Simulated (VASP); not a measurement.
A run of VASP 6.6.1 is set up as follows.

Contents of INCAR:

```
ALGO = Normal
DIPOL = 0.5 0.5 0.302
EDIFF = 1E-7
ENCUT = 520
GGA = PE
IDIPOL = 3
ISIF = 2
ISMEAR = 0
LASPH = True
LCHARG = True
LDIPOL = True
LELF = True
LREAL = False
LVACPOTAV = True
LVHAR = True
LWAVE = False
NBANDS = 32
NELM = 60
PREC = Accurate
SIGMA = 0.1
```

Contents of KPOINTS:

```
k-points
0
Gamma
  6 6 1
```

POSCAR

```
Al6H
1.0
    5.7143028096      0.0000000000      0.0000000000
   -2.8571514048      4.9487313980      0.0000000000
    0.0000000000      0.0000000000     22.6016424997
Al H
12 2
Direct
    0.3333333333      0.1666666667      0.1769782882
    0.3333333333      0.6666666667      0.1769782882
    0.8333333333      0.1666666667      0.1769782882
    0.8333333333      0.6666666667      0.1769782882
    0.1666666667      0.3333333333      0.2787817902
    0.1666666667      0.8333333333      0.2787817902
    0.6666666667      0.3333333333      0.2787817902
    0.6666666667      0.8333333333      0.2787817902
    0.0000000000      0.0000000000      0.3805759913
    0.0000000000      0.5000000000      0.3805759913
    0.5000000000      0.0000000000      0.3805759913
    0.5000000000      0.5000000000      0.3805759913
    0.1377714184      0.1666666667      0.4429608379
    0.5288952483      0.1666666667      0.4429608379
```

Potentials or basis: VASP PAW PBE potentials, release 64 (Al, H).

Launch:

```bash
$ cat potpaw_PBE.64/Al/POTCAR potpaw_PBE.64/H/POTCAR > POTCAR
$ mpirun -np 1 vasp_std > vasp.out
```

(1) Predict the band gap on the k mesh.

(2) Estimate the largest force.

Results:

(1) zero (bands 19 and 20 overlap by 0.60 eV).

(2) 0.433 eV/Å.
